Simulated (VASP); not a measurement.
# Sn (Fd-3m) in VASP: single point with HSE06

Aim: the single point of Sn with HSE06.

Everything below comes from runs of VASP 6.6.1. Logs are shortened: lines on timing, memory, paths and dates and some standing lists are left out, and cuts for length are marked.

### Step 1. The cell of the first run

It takes space group Fd-3m (No. 227, cubic). Conventional cell: a = 6.581 Å, b = 6.581 Å, c = 6.581 Å, α = 90.00°, β = 90.00°, γ = 90.00°. Sn (site symmetry -43m) has 4 Sn at 2.85 Å within 3.8 Å.

This isn't the form of Sn at room conditions, which is tetragonal (white tin).

### Step 2. Single point, HSE06

POSCAR reads:

```
Sn
1.0
    0.0000000000      3.2903766384      3.2903766384
    3.2903766384      0.0000000000      3.2903766384
    3.2903766384      3.2903766384      0.0000000000
Sn
2
Direct
    0.0000000000      0.0000000000      0.0000000000
    0.2500000000      0.2500000000      0.2500000000
```

INCAR.step1 reads:

```
SYSTEM = Sn
PREC = Accurate
ENCUT = 520
EDIFF = 1E-5
ISMEAR = -1
SIGMA = 0.02
LREAL = .False.
LASPH = .True.
NELM = 60
ALGO = Normal
ISIF = 2
LWAVE = .True.
LCHARG = .False.
NBANDS = 21
GGA = PE
```

INCAR.step2 reads:

```
SYSTEM = Sn
PREC = Accurate
ENCUT = 520
EDIFF = 1E-6
ISMEAR = -1
SIGMA = 0.02
LREAL = .False.
LASPH = .True.
NELM = 60
ALGO = Normal
ISIF = 2
LWAVE = .False.
LCHARG = .False.
GGA = PE
LHFCALC = .True.
HFSCREEN = 0.2079
PRECFOCK = Normal
NBANDS = 21
ISTART = 1
```

KPOINTS reads:

```
Automatic mesh
0
Gamma
  4 4 4
  0 0 0
```

Potentials or basis: VASP PAW PBE potentials, release 64 (Sn_d).

Launch:

```console
$ cat potpaw_PBE.64/Sn_d/POTCAR > POTCAR
$ cp INCAR.step1 INCAR
$ mpirun -np 1 vasp_std > vasp.out
$ cp INCAR.step2 INCAR
$ mpirun -np 1 vasp_std > vasp.out
```

OUTCAR:

```text
SYSTEM = Sn
   PREC = Accurate
   ENCUT = 520
   EDIFF = 1E-6
   ISMEAR = -1
   LREAL = .False.
   LASPH = .True.
   NELM = 60
   ISIF = 2
   GGA = PE
   LHFCALC = .True.
   HFSCREEN = 0.2079
   PRECFOCK = Normal
   ISTART = 1

 ion  position               nearest neighbor table
   1  0.000  0.000  0.000-   2 2.85   2 2.85   2 2.85   2 2.85
   2  0.250  0.250  0.250-   1 2.85   1 2.85   1 2.85   1 2.85

  LATTYP: Found a face centered cubic cell.
 ALAT       =     6.5807532768

  Lattice vectors:

 A1 = (   0.0000000000,   3.2903766384,   3.2903766384)
 A2 = (   3.2903766384,   0.0000000000,   3.2903766384)
 A3 = (   3.2903766384,   3.2903766384,   0.0000000000)

Analysis of symmetry for initial positions (statically):
=====================================================================
 Subroutine PRICEL returns:
 Original cell was already a primitive cell.

 Routine SETGRP: Setting up the symmetry group for a
 face centered cubic supercell.

 Subroutine GETGRP returns: Found 48 space group operations
 (whereof 24 operations were pure point group operations)
 out of a pool of 48 trial point group operations.

The static configuration has the point symmetry T_d .
 The point group associated with its full space group is O_h .

Analysis of symmetry for dynamics (positions and initial velocities):
=====================================================================
 Subroutine PRICEL returns:
 Original cell was already a primitive cell.

 Routine SETGRP: Setting up the symmetry group for a
 face centered cubic supercell.

 Subroutine GETGRP returns: Found 48 space group operations
 (whereof 24 operations were pure point group operations)
 out of a pool of 48 trial point group operations.

The dynamic configuration has the point symmetry T_d .
 The point group associated with its full space group is O_h .

 Subroutine INISYM returns: Found 48 space group operations
 (whereof 24 operations are pure point group operations),
 and found     1 'primitive' translations

----------------------------------------------------------------------------------------

                                     Primitive cell

  volume of cell :      71.2470

[... 71 lines left out ...]
   EDIFF  = 0.1E-05   stopping-criterion for ELM
   LREAL  =      F    real-space projection
   EDIFFG = 0.1E-04   stopping-criterion for IOM
   NSW    =      0    number of steps for IOM
   IBRION =     -1    ionic relax: 0-MD 1-quasi-New 2-CG
   NFREE  =      0    steps in history (QN), initial steepest desc. (CG)
   ISIF   =      2    stress and relaxation
   ISYM   =      3    0-nonsym 1-usesym 2-fastsym
   POTIM  = 0.5000    time-step for ionic-motion
   TEBEG  =    0.0;   TEEND  =   0.0 temperature during run
   PSTRESS=    0.0 pullay stress
   NELECT =      28.0000    total number of electrons
   NUPDOWN=      -1.0000    fix difference up-down
   EMIN   =  10.00;   EMAX   =-10.00  energy-range for DOS
   EFERMI =   0.00;   METHOD = LEGACY
   ISMEAR =    -1;   SIGMA  =   0.02  broadening in eV -4-tet -1-fermi 0-gaus
   EFERMI_NEDOS =   21; number of points for ismear=-14 and -15
   IALGO  =     38    algorithm
   IMIX   =      1    mixing-type and parameters
     AMIX     =   0.40;   BMIX     =  1.00
     AMIX_MAG =   1.60;   BMIX_MAG =  1.00
  volume/ion in A,a.u.               =      35.62       240.40
  Fermi-wavevector in a.u.,A,eV,Ry     =   1.199146  2.266056 19.564498  1.437950
  Thomas-Fermi vector in A             =   2.335016
   LORBIT       =      0    0 simple, 1 ext, 2 COOP (PROOUT), +10 PAW based schemes
   GGA     = PE    functional components
   LHFCALC =     T    Hartree Fock is set to
   PRECFOCK=normal    Normal, Fast or Accurate (Low or Medium for compatibility)
   ENCUT4O =  -1.0   cutoff for four orbital integrals eV
   NKREDX  =     1    reduce k-point grid by
   NKREDY  =     1    reduce k-point grid by
   NKREDZ  =     1    reduce k-point grid by
   AEXX    =    0.2500 exact exchange contribution
   HFSCREEN=    0.2079 screening length (either q_TF or 0.3 A-1)
   HFSCREENC=   0.2079 screening length for correlation (either q_TF or 0.3 A-1)
   ENCUTFOCK=  -1.0 apply spherical cutoff to Coloumb kernel
   IVDW    =     0    specifies the selected vdW correction
   LEPSILON=     F    determine dielectric tensor
   LRPA    =     F    only Hartree local field effects (RPA)
 non-spin polarized calculation
  energy-cutoff  :      520.00
  volume of cell :       71.25
 maximum number of plane-waves:      1928
 NGX is ok and might be reduce to    36
  NGX = 28; NGY = 28; NGZ = 28

 number of electron      27.9999986 magnetization

 Free energy of the ion-electron system (eV)
  ---------------------------------------------------
  ext. energy  EPLUGINS =         0.00000000
  ---------------------------------------------------
  free energy    TOTEN  =        -8.87135912 eV

  energy without entropy =       -8.87016565  energy(sigma->0) =       -8.87076238

 E-fermi :   5.0615     XC(G=0):  -7.2518

 val. band max:        5.0476118263   @ k =   0.0000   0.0000   0.0000
 cond. band min:       5.3618677736   @ k =   0.5000   0.0000   0.0000
 fundamental gap:      0.3142559473
 Fermi energy:         5.0614732021

 k-point     1 :       0.0000    0.0000    0.0000
  band No.  band energies     occupation
      1     -18.7374      2.00000
      2     -18.7374      2.00000
      3     -18.7374      2.00000
      4     -18.6839      2.00000
      5     -18.6839      2.00000
      6     -18.3975      2.00000
[... 181 lines left out ...]
     20      14.7245      0.00000
     21      15.9338      0.00000

------------------------ aborting loop because EDIFF is reached ----------------------------------------

  FORCE on cell =-STRESS in cart. coord.  units (eV):
  Direction    XX          YY          ZZ          XY          YZ          ZX
  --------------------------------------------------------------------------------------
  -------------------------------------------------------------------------------------
  Total       -0.0205811     -0.0205811     -0.0205811     -0.0000000      0.0000000      0.0000000
  in kB       -0.4628209     -0.4628209     -0.4628209     -0.0000000      0.0000000      0.0000000
  external PRESSURE =      -0.4628209 kB  Pullay stress =       0.0000000 kB

 VOLUME and BASIS-vectors are now :
 -----------------------------------------------------------------------------
  energy-cutoff  :      520.00
  volume of cell :       71.25
      direct lattice vectors                 reciprocal lattice vectors
     0.000000000  3.290376638  3.290376638    -0.151958288  0.151958288  0.151958288
     3.290376638  0.000000000  3.290376638     0.151958288 -0.151958288  0.151958288
     3.290376638  3.290376638  0.000000000     0.151958288  0.151958288 -0.151958288

 POSITION                                       TOTAL-FORCE (eV/Angst)
 -----------------------------------------------------------------------------------
      0.00000      0.00000      0.00000        -0.000000     -0.000000     -0.000000
      1.64519      1.64519      1.64519         0.000000      0.000000      0.000000
 -----------------------------------------------------------------------------------
    total drift:                               -0.000000      0.000000      0.000001

  FREE ENERGIE OF THE ION-ELECTRON SYSTEM (eV)
  ---------------------------------------------------
  free  energy   TOTEN  =        -8.8713591230 eV

  energy  without entropy=       -8.8701656464  energy(sigma->0) =       -8.87076238
```

It took 21 min on 1 thread of Intel Xeon Platinum 8488C (Sapphire Rapids), shared host; peak memory 0.32 GiB.

Results:

```
Free energy            : -8.8714 eV
Pressure               : 0.0 GPa
Band gap on the k mesh : zero (filled and empty bands touch)
```

Levels at points of the mesh, in eV from the Fermi level:
```csv
k point,band 11,band 12,band 13,band 14,band 15,band 16,band 17,band 18
"(0.00, 0.00, 0.00)",-11.49,-0.46,-0.01,-0.01,-0.01,2.59,2.59,2.59
"(0.50, 0.00, 0.00)",-9.76,-6.80,-1.26,-1.26,0.30,3.69,3.69,6.23
"(0.50, 0.50, 0.00)",-8.16,-8.16,-2.65,-2.65,1.21,1.21,8.37,8.37
```

Caveat: the k points lie up to 0.41 Å⁻¹ apart; the PAW data sets were made with another functional, which shifts forces and pressure a little; spin-orbit coupling is left out, which moves the levels of the heavy elements.

The gap in the log of VASP goes by the Fermi energy; the results here count the filled bands.